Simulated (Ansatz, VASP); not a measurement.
## BaS in VASP and in Ansatz

```
CELL_PARAMETERS angstrom
0.00000 3.18231 3.18231
3.18231 0.00000 3.18231
3.18231 3.18231 0.00000
ATOMIC_POSITIONS crystal
Ba 0.00000 0.00000 0.00000
S 0.50000 0.50000 0.50000
```

Alike in both runs: task single point; functional PBE; k mesh 6 × 6 × 6; no spin polarisation.

|  | VASP | Ansatz |
| --- | --- | --- |
| version | VASP 6.6.1 | Ansatz 0.2.0 |
| potentials or method | VASP PAW PBE potentials, release 64 (Ba_sv, S) | plane waves, PAW |
| plane-wave cutoff (eV) | 500 | 420 |
| occupations | gaussian, width 0.01 eV | fixed |
| valence electrons in the cell | 16 | 16 |

```tsv
	VASP	Ansatz	Ansatz less VASP
gap on the k mesh at the Fermi level (eV)	2.09	2.19	+0.101
pressure (GPa)	2.0	1.3	-0.62
```

Spin-orbit coupling is off throughout.
